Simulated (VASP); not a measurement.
# Ti (Im-3m) in VASP: further runs, part 2 of 2

VASP 6.6.1. The steps go on from the part before.

## Step 5: Single point, LDA

Contents of INCAR:

```
PREC     = Accurate       # precision mode
ENCUT    = 520            # plane-wave cutoff, eV
EDIFF    = 1E-7           # SCF threshold, eV
ISMEAR   = -1             # smearing method
SIGMA    = 0.1            # smearing width, eV
LREAL    = False          # projectors in reciprocal space
LASPH    = True           # aspherical terms in the spheres
NELM     = 80             # most SCF steps
ALGO     = Normal         # electronic algorithm
ISIF     = 2              # what is computed and relaxed
LWAVE    = False          # write WAVECAR
LCHARG   = False          # write CHGCAR
NBANDS   = 12             # bands
```

Contents of KPOINTS:

```
Automatic mesh
0
Gamma
  20 20 20
```

Contents of POSCAR:

```
Ti
1.0
   -1.3232100689      1.3232100689      1.3232100689
    1.3232100689     -1.3232100689      1.3232100689
    1.3232100689      1.3232100689     -1.3232100689
Ti
1
Direct
    0.0000000000      0.0000000000      0.0000000000
```

Potentials or basis: VASP PAW LDA potentials, release 64 (Ti_sv).

Command:

```sh
$ cat potpaw_LDA.64/Ti_sv/POTCAR > POTCAR
$ mpirun -np 1 vasp_std > vasp.out
```

OUTCAR:

```text
PREC = Accurate
   ENCUT = 520
   EDIFF = 1E-7
   ISMEAR = -1
   LREAL = False
   LASPH = True
   NELM = 80
   ISIF = 2

 ion  position               nearest neighbor table
   1  0.000  0.000  0.000-

  LATTYP: Found a body centered cubic cell.
 ALAT       =     2.6464201378

  Lattice vectors:

 A1 = (  -1.3232100689,   1.3232100689,   1.3232100689)
 A2 = (   1.3232100689,  -1.3232100689,   1.3232100689)
 A3 = (   1.3232100689,   1.3232100689,  -1.3232100689)

Analysis of symmetry for initial positions (statically):
=====================================================================
 Subroutine PRICEL returns:
 Original cell was already a primitive cell.

 Routine SETGRP: Setting up the symmetry group for a
 body centered cubic supercell.

 Subroutine GETGRP returns: Found 48 space group operations
 (whereof 48 operations were pure point group operations)
 out of a pool of 48 trial point group operations.

The static configuration has the point symmetry O_h .

Analysis of symmetry for dynamics (positions and initial velocities):
=====================================================================
 Subroutine PRICEL returns:
 Original cell was already a primitive cell.

 Routine SETGRP: Setting up the symmetry group for a
 body centered cubic supercell.

 Subroutine GETGRP returns: Found 48 space group operations
 (whereof 48 operations were pure point group operations)
 out of a pool of 48 trial point group operations.

The dynamic configuration has the point symmetry O_h .

 Subroutine INISYM returns: Found 48 space group operations
 (whereof 48 operations are pure point group operations),
 and found     1 'primitive' translations

----------------------------------------------------------------------------------------

[... 108 lines left out ...]
   IMIX   =      4    mixing-type and parameters
     AMIX     =   0.40;   BMIX     =  1.00
     AMIX_MAG =   1.60;   BMIX_MAG =  1.00
  volume/ion in A,a.u.               =       9.27        62.54
  Fermi-wavevector in a.u.,A,eV,Ry     =   1.784376  3.371982 43.320935  3.183999
  Thomas-Fermi vector in A             =   2.848375
   LORBIT       =      0    0 simple, 1 ext, 2 COOP (PROOUT), +10 PAW based schemes
   GGA     = CA    functional components
   LHFCALC =     F    Hartree Fock is set to
   AEXX    =    0.0000 exact exchange contribution
   IVDW    =     0    specifies the selected vdW correction
   LEPSILON=     F    determine dielectric tensor
   LRPA    =     F    only Hartree local field effects (RPA)
 non-spin polarized calculation
  energy-cutoff  :      520.00
  volume of cell :        9.27
 maximum number of plane-waves:       258
 NGX is ok and might be reduce to    18
   NGX =  9   NGY =  9   NGZ =  9

 number of electron      12.0000000 magnetization

 Free energy of the ion-electron system (eV)
  ---------------------------------------------------
  ext. energy  EPLUGINS =         0.00000000
  ---------------------------------------------------
  free energy    TOTEN  =        -6.46218426 eV

  energy without entropy =       -6.44033770  energy(sigma->0) =       -6.45126098

 E-fermi :  16.2974     XC(G=0): -15.1338

 val. band max:       16.2870159827   @ k =  -0.3500   0.3500   0.1500
 cond. band min:      16.3071839302   @ k =  -0.2000   0.2000   0.0500
 fundamental gap:      0.0201679475
 Fermi energy:        16.2973925633

 k-point     1 :       0.0000    0.0000    0.0000
  band No.  band energies     occupation
      1     -39.5865      2.00000
      2     -13.5142      2.00000
      3     -13.5142      2.00000
      4     -13.5142      2.00000
      5      10.4961      2.00000
      6      17.3833      0.00004
      7      17.3833      0.00004
      8      17.3833      0.00004
      9      20.9994      0.00000
     10      20.9994      0.00000
     11      38.4521      0.00000
     12      38.4521      0.00000
[... 331 lines left out ...]
 k-point    24 :       0.2500    0.1000    0.0000
  band No.  band energies     occupation
      1     -38.6968      2.00000
      2     -16.3295      2.00000
      3     -14.3775      2.00000
      4     -13.7128      2.00000
      5      13.1706      2.00000
      6      15.2987      1.99991
      7      17.3122      0.00008
      8      20.3475      0.00000
      9      21.8032      0.00000
     10      22.6034      0.00000
     11      37.3988      0.00000
     12      37.9878      0.00000

 [... further k-points ...]
[... 5 lines left out ...]
  --------------------------------------------------------------------------------------
  -------------------------------------------------------------------------------------
  Total        8.1735569      8.1735569      8.1735569      0.0000000      0.0000000     -0.0000000
  in kB     1413.1077882   1413.1077882   1413.1077882      0.0000000      0.0000000     -0.0000000
  external PRESSURE =    1413.1077882 kB  Pullay stress =       0.0000000 kB

 VOLUME and BASIS-vectors are now :
 -----------------------------------------------------------------------------
  energy-cutoff  :      520.00
  volume of cell :        9.27
      direct lattice vectors                 reciprocal lattice vectors
    -1.323210069  1.323210069  1.323210069     0.000000000  0.377868950  0.377868950
     1.323210069 -1.323210069  1.323210069     0.377868950  0.000000000  0.377868950
     1.323210069  1.323210069 -1.323210069     0.377868950  0.377868950  0.000000000

 POSITION                                       TOTAL-FORCE (eV/Angst)
 -----------------------------------------------------------------------------------
      0.00000      0.00000      0.00000         0.000000      0.000000      0.000000
 -----------------------------------------------------------------------------------
    total drift:                                0.000000     -0.000000      0.000000

  FREE ENERGIE OF THE ION-ELECTRON SYSTEM (eV)
  ---------------------------------------------------
  free  energy   TOTEN  =        -6.4621842594 eV

  energy  without entropy=       -6.4403376954  energy(sigma->0) =       -6.45126098
```

stdout:

```text
POSCAR found type information on POSCAR Ti
 POSCAR found :  1 types and       1 ions
 scaLAPACK will be used
 LDA part: xc-table for (Slater(with rela. corr.)+CA(PZ))
 , standard interpolation
 POSCAR, INCAR and KPOINTS ok, starting setup
 FFT: planning ... GRIDC
 FFT: planning ... GRID_SOFT
 FFT: planning ... GRID
 WAVECAR not read
 entering main loop
```

It used 49 s of CPU time on 1 thread of Intel Xeon 8259CL, with other jobs on the host.

What came out:

```yaml
Free_energy: -6.4622 eV
Pressure: 141.3 GPa
Band_gap_on_the_k_mesh: zero (band 6 reaches 17.41 eV, above the bottom of band 7 at 15.37 eV)
```

## Step 6: The runs side by side

| task | cell | cutoff (eV) | gap on the mesh (eV) | pressure (GPa) |
| --- | --- | --- | --- | --- |
| relaxation of cell and atoms | relaxed to 140 GPa from a = 2.291 Å, angles 109.5°, 1 atom | 600 | none | 140.0 |
| relaxation of cell and atoms | relaxed to 140 GPa from a = 2.323 Å, angles 109.5°, 1 atom | 600 | none | 139.9 |
| single point | a = 2.291 Å, angles 109.5°, 1 atom | 520 | none | 141.6 |
| single point | a = 2.292 Å, angles 109.5°, 1 atom | 520 | none | 141.3 |

Alike in all rows: level LDA; potentials or basis VASP PAW LDA potentials, release 64 (Ti_sv); no spin polarisation; k mesh 20 × 20 × 20; smearing fermi-dirac 0.1 eV.

Caveats: the cell is relaxed towards a set pressure, so the enthalpy falls and the energy may rise (some runs).

Absolute energies hang on the potentials; compare differences alone.
